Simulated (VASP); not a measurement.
# SiC (I-4m2) in VASP: notebook

SiC is run at these levels: PBE; tasks: G0W0 quasiparticle levels.

All numbers are computed with VASP 6.6.1; they aren't measurements. Logs are shortened: lines on timing, memory, paths and dates and some standing lists are left out, and cuts for length are marked.

## Step 1: The cell of the first run

The structure is tetragonal, space group I-4m2 (No. 119). The conventional cell has a = 3.065 Å, b = 3.065 Å, c = 4.371 Å, α = 90.00°, β = 90.00°, γ = 90.00°. Si (site symmetry -4m2) has 4 C at 1.88 Å within 2.5 Å. C (site symmetry -4m2) has 4 Si at 1.88 Å within 2.5 Å.

## Step 2: G0W0 quasiparticle levels, PBE

POSCAR

```
SiC
1.0
    0.0000000000      2.1671620832      2.1852643348
    2.1671620832      0.0000000000      2.1852643348
    2.1671620832      2.1671620832      0.0000000000
Si C
1 1
Direct
    0.0000000000      0.0000000000      0.0000000000
    0.2500000000      0.2500000000      0.2500000000
```

INCAR.step1

```
SYSTEM = SiC
  PREC = Accurate
  ENCUT = 500
  EDIFF = 1E-8
  ISMEAR = 0
  SIGMA = 0.01
  LREAL = .FALSE.
  LASPH = .TRUE.
  NELM = 60
  ALGO = Normal
  LWAVE = .TRUE.
  LCHARG = .FALSE.
  GGA = PE
```

INCAR.step2

```
SYSTEM = SiC
  PREC = Accurate
  ENCUT = 500
  EDIFF = 1E-8
  ISMEAR = 0
  SIGMA = 0.01
  LREAL = .FALSE.
  LASPH = .TRUE.
  NELM = 1
  ALGO = Exact
  LWAVE = .TRUE.
  LCHARG = .FALSE.
  GGA = PE
  NBANDS = 89
  LOPTICS = .TRUE.
  ISTART = 1
```

INCAR.step3

```
SYSTEM = SiC
  PREC = Accurate
  ENCUT = 500
  EDIFF = 1E-8
  ISMEAR = 0
  SIGMA = 0.01
  LREAL = .FALSE.
  LASPH = .TRUE.
  ALGO = EVGW0
  LWAVE = .FALSE.
  LCHARG = .FALSE.
  GGA = PE
  NELMGW = 1
  NBANDS = 89
  ENCUTGW = 150.0
  NOMEGA = 96
  PRECFOCK = Fast
  ISTART = 1
  NBANDSGW = 12
  OMEGAMAX = 20
```

KPOINTS

```
regular mesh
0
G
  6 6 6
  0 0 0
```

Potentials or basis: VASP PAW PBE potentials, release 64 (Si_GW, C_GW).

On the command line:

```
cat potpaw_PBE.64/Si_GW/POTCAR potpaw_PBE.64/C_GW/POTCAR > POTCAR
cp INCAR.step1 INCAR
mpirun -np 1 vasp_std > vasp.out
cp INCAR.step2 INCAR
mpirun -np 1 vasp_std > vasp.out
cp INCAR.step3 INCAR
mpirun -np 1 vasp_std > vasp.out
```

OUTCAR:

```text
SYSTEM = SiC
   PREC = Accurate
   ENCUT = 500
   EDIFF = 1E-8
   ISMEAR = 0
   LREAL = .FALSE.
   LASPH = .TRUE.
   GGA = PE
   NELMGW = 1
   ENCUTGW = 150.0
   PRECFOCK = Fast
   ISTART = 1

 ion  position               nearest neighbor table
   1  0.000  0.000  0.000-   2 1.88   2 1.88   2 1.88   2 1.88
   2  0.250  0.250  0.250-   1 1.88   1 1.88   1 1.88   1 1.88

  LATTYP: Found a body centered tetragonal cell.
 ALAT       =     3.0648300099
 C/A-ratio  =     1.4260264535

  Lattice vectors:

 A1 = (  -2.1671620832,   0.0000000000,   2.1852643348)
 A2 = (   2.1671620832,   0.0000000000,   2.1852643348)
 A3 = (   0.0000000000,   2.1671620832,  -2.1852643348)

Analysis of symmetry for initial positions (statically):
=====================================================================
 Subroutine PRICEL returns:
 Original cell was already a primitive cell.

 Routine SETGRP: Setting up the symmetry group for a
 body centered tetragonal supercell.

 Subroutine GETGRP returns: Found  8 space group operations
 (whereof  8 operations were pure point group operations)
 out of a pool of 16 trial point group operations.

The static configuration has the point symmetry D_2d.

Analysis of symmetry for dynamics (positions and initial velocities):
=====================================================================
 Subroutine PRICEL returns:
 Original cell was already a primitive cell.

 Routine SETGRP: Setting up the symmetry group for a
 body centered tetragonal supercell.

 Subroutine GETGRP returns: Found  8 space group operations
 (whereof  8 operations were pure point group operations)
 out of a pool of 16 trial point group operations.

The dynamic configuration has the point symmetry D_2d.

 Subroutine INISYM returns: Found  8 space group operations
 (whereof  8 operations are pure point group operations),
 and found     1 'primitive' translations

----------------------------------------------------------------------------------------

                                     Primitive cell

  volume of cell :      20.5266

  direct lattice vectors                    reciprocal lattice vectors
     0.000000000  2.167162083  2.185264335    -0.230716477  0.230716477  0.228805272
     2.167162083  0.000000000  2.185264335     0.230716477 -0.230716477  0.228805272
     2.167162083  2.167162083  0.000000000     0.230716477  0.230716477 -0.228805272

  length of vectors
     3.077656853  3.077656853  3.064830010     0.398512280  0.398512280  0.398512280

  position of ions in fractional coordinates (direct lattice)
     0.000000000  0.000000000  0.000000000
     0.250000000  0.250000000  0.250000000

  ion indices of the primitive-cell ions
   primitive index   ion index
                 1           1
                 2           2

----------------------------------------------------------------------------------------

 KPOINTS: regular mesh

Automatic generation of k-mesh.
 Grid dimensions read from file:
 generate k-points for:    6    6    6

 Generating k-lattice:

  Cartesian coordinates                     Fractional coordinates (reciprocal lattice)
    -0.038452746  0.038452746  0.038134212     0.166666667  0.000000000  0.000000000
     0.038452746 -0.038452746  0.038134212     0.000000000  0.166666667  0.000000000
     0.038452746  0.038452746 -0.038134212     0.000000000  0.000000000  0.166666667

  Length of vectors
     0.066418713  0.066418713  0.066418713

  Shift w.r.t. Gamma in fractional coordinates (k-lattice)
     0.000000000  0.000000000  0.000000000

 Subroutine IBZKPT returns following result:
 ===========================================

 Found     30 irreducible k-points:

 Following reciprocal coordinates:
            Coordinates               Weight
  0.000000  0.000000  0.000000      1.000000
  0.166667 -0.000000  0.000000      8.000000
  0.333333  0.000000  0.000000      8.000000
  0.500000  0.000000  0.000000      4.000000
  0.166667  0.166667  0.000000      2.000000
  0.333333  0.166667  0.000000      8.000000
[... 16 lines left out ...]
  0.333333  0.000000  0.333333      4.000000
  0.500000 -0.000000  0.333333     16.000000
 [... further k-points ...]
   k-points           NKPTS =     30   k-points in BZ     NKDIM =    216   number of bands    NBANDS=     89
   number of dos      NEDOS =    301   number of ions     NIONS =      2
   total plane-waves  NPLWV =  13824
   dimension x,y,z NGX =    24 NGY =   24 NGZ =   24
   dimension x,y,z NGXF=    48 NGYF=   48 NGZF=   48
   ions per type =               1   1
   NGX,Y,Z   is equivalent  to a cutoff of  12.96, 12.96, 13.02 a.u.
   NGXF,Y,Z  is equivalent  to a cutoff of  25.93, 25.93, 26.04 a.u.
 SYSTEM =  SiC
   PREC   = accura    normal or accurate (medium, high low for compatibility)
   ISTART =      1    job   : 0-new  1-cont  2-samecut
   ICHARG =      0    charge: 1-file 2-atom 10-const
   ISPIN  =      1    spin polarized calculation?
   LNONCOLLINEAR =      F non collinear calculations
   LSORBIT =      F    spin-orbit coupling
   LASPH  =      T    aspherical Exc in radial PAW
   ENCUT  =  500.0 eV  36.75 Ry    6.06 a.u.   5.61  5.61  5.59*2*pi/ulx,y,z
   NELM   =     60;   NELMIN=  2; NELMDL=  0     # of ELM steps
   EDIFF  = 0.1E-07   stopping-criterion for ELM
   LREAL  =      F    real-space projection
   EDIFFG = 0.1E-06   stopping-criterion for IOM
   NSW    =      0    number of steps for IOM
   IBRION =     -1    ionic relax: 0-MD 1-quasi-New 2-CG
   NFREE  =      0    steps in history (QN), initial steepest desc. (CG)
   ISIF   =      0    stress and relaxation
   ISYM   =      3    0-nonsym 1-usesym 2-fastsym
   POTIM  = 0.5000    time-step for ionic-motion
   TEBEG  =    0.0;   TEEND  =   0.0 temperature during run
   PSTRESS=    0.0 pullay stress
   NELECT =       8.0000    total number of electrons
   NUPDOWN=      -1.0000    fix difference up-down
   EMIN   =  10.00;   EMAX   =-10.00  energy-range for DOS
   EFERMI =   0.00;   METHOD = LEGACY
   ISMEAR =     0;   SIGMA  =   0.01  broadening in eV -4-tet -1-fermi 0-gaus
   EFERMI_NEDOS =   21; number of points for ismear=-14 and -15
   IALGO  =     38    algorithm
   IMIX   =      4    mixing-type and parameters
     AMIX     =   0.40;   BMIX     =  1.00
     AMIX_MAG =   1.60;   BMIX_MAG =  1.00
  volume/ion in A,a.u.               =      10.26        69.26
  Fermi-wavevector in a.u.,A,eV,Ry     =   1.195820  2.259773 19.456142  1.429986
  Thomas-Fermi vector in A             =   2.331776
   LORBIT       =      0    0 simple, 1 ext, 2 COOP (PROOUT), +10 PAW based schemes
   GGA     = PE    functional components
   LHFCALC =     T    Hartree Fock is set to
   PRECFOCK=fast      Normal, Fast or Accurate (Low or Medium for compatibility)
   ENCUT4O =  -1.0   cutoff for four orbital integrals eV
   NKREDX  =     1    reduce k-point grid by
   NKREDY  =     1    reduce k-point grid by
   NKREDZ  =     1    reduce k-point grid by
   AEXX    =    1.0000 exact exchange contribution
   HFSCREEN=    0.0000 screening length (either q_TF or 0.3 A-1)
   HFSCREENC=   0.0000 screening length for correlation (either q_TF or 0.3 A-1)
   ENCUTFOCK=  -1.0 apply spherical cutoff to Coloumb kernel
   IVDW    =     0    specifies the selected vdW correction
   LEPSILON=     F    determine dielectric tensor
   LRPA    =     F    only Hartree local field effects (RPA)
   LRPAFORCE           =     F    calculate RPA forces
   ENCUTGW             = 150.0    cutoff for response function in eV
   ENCUTGWSOFT         = 120.0    soft cutoff for Coulomb kernel in GW response function in eV
   ENCUTLF             =  -1.0    cutoff for local field effects
   NELMGW              =     1    number of iterations in solving QP/BSE equation
   NELMHF              =     1    number of iterations in the inner HF iteration
   NKREDLFX            =     1    NKREDLFY  =   1   NKREDLFZ  =   1
 non-spin polarized calculation
 Gauss-broadening in eV      SIGMA  =   0.01
  energy-cutoff  :      500.00
  volume of cell :       20.53
 maximum number of plane-waves:       532
 NGX is ok and might be reduce to    24
  NGX = 14; NGY = 14; NGZ = 14
   NGX = 11   NGY = 11   NGZ = 11
 maximum number of plane-waves:        92
 NGX is ok and might be reduce to    14

 QP shifts <psi_nk| G(iteration)W_0 |psi_nk>: iteration 1
 for sc-GW calculations column KS-energies equals QP-energies in previous step
 and V_xc(KS)=  KS-energies - (<T + V_ion + V_H > + <T+V_H+V_ion>^1  + <V_x>^1)

 k-point   1 :       0.0000    0.0000    0.0000
  band No.  KS-energies  QP-energies   sigma(KS)   V_xc(KS)     V^pw_x(r,r')   Z            occupation Imag(sigma)

      1      -7.6101      -8.6330     -14.1781     -12.7574     -21.7340       0.7199       2.0000       1.3142
      2       7.8253       7.2369     -15.5773     -14.8317     -17.4704       0.7891       2.0000       0.0287
      3       7.8826       7.2967     -15.5709     -14.8283     -17.4606       0.7890       2.0000       0.0287
      4       7.8826       7.2967     -15.5709     -14.8283     -17.4606       0.7890       2.0000       0.0287
      5      14.1846      14.7010     -12.5276     -13.1904      -7.3801       0.7792       0.0000      -0.0704
      6      15.2097      15.7753     -10.8548     -11.5671      -5.7682       0.7939       0.0000      -0.0674
      7      15.2097      15.7753     -10.8548     -11.5671      -5.7682       0.7939       0.0000      -0.0674
      8      15.2311      15.7968     -10.8593     -11.5713      -5.7693       0.7944       0.0000      -0.0673
      9      22.2694      22.8928     -10.6540     -11.4515      -4.5472       0.7818       0.0000      -0.2311
     10      22.5262      23.1529     -10.6591     -11.4587      -4.5037       0.7838       0.0000      -0.2452
     11      24.4458      24.6731      -9.5202      -9.8157      -2.9150       0.7692       0.0000      -0.3803
     12      24.9715      25.2107      -9.9556     -10.2664      -2.9806       0.7697       0.0000      -0.6166

 k-point   2 :       0.1667   -0.0000    0.0000
  band No.  KS-energies  QP-energies   sigma(KS)   V_xc(KS)     V^pw_x(r,r')   Z            occupation Imag(sigma)
[... 353 lines left out ...]
      1      -3.2328      -4.1367     -15.0737     -13.8391     -21.4474       0.7321       2.0000       0.6893
      2       1.0131       0.1333     -14.3163     -13.1206     -18.4820       0.7358       2.0000       0.1938
      3       3.4857       2.6308     -13.9116     -12.7874     -16.8415       0.7606       2.0000       0.0677
      4       5.0412       4.2388     -14.7070     -13.6672     -17.3228       0.7717       2.0000       0.0446
      5      10.5624      10.8540     -10.5097     -10.8695      -6.3241       0.8105       0.0000      -0.0481
      6      14.0598      14.5573     -10.9249     -11.5443      -6.1631       0.8032       0.0000      -0.0582
      7      19.9672      20.6226     -11.8231     -12.6920      -5.2254       0.7542       0.0000      -0.2269
      8      20.2137      20.8735     -11.7639     -12.6376      -5.1277       0.7551       0.0000      -0.2388
      9      22.2055      22.9201     -12.4435     -13.4098      -5.2013       0.7395       0.0000      -0.3541
     10      25.9789      26.5026     -10.8187     -11.5015      -3.5298       0.7670       0.0000      -0.5855
     11      29.5577      30.2310     -11.8777     -12.7773      -4.0479       0.7484       0.0000      -0.8761
     12      30.5470      31.2551     -11.6796     -12.6121      -4.2020       0.7593       0.0000      -0.9000

 [... further k-points ...]
```

Run time: 5.1 min. Hardware: 1 thread of Intel Xeon Platinum 8488C (Sapphire Rapids), shared host; peak memory 0.44 GiB.

Results:

* Quasiparticle gap: 2.10 eV
* Least direct quasiparticle gap: 5.58 eV
* Band gap of the starting levels on the mesh: 1.30 eV
* Least direct gap of the starting levels on the mesh: 4.54 eV

Caveat: the k points lie up to 0.42 Å⁻¹ apart; bands, screening cutoff and mesh are small and nothing is extrapolated, so the quasiparticle values aren't converged.

(Continued in part 2 of 2.)
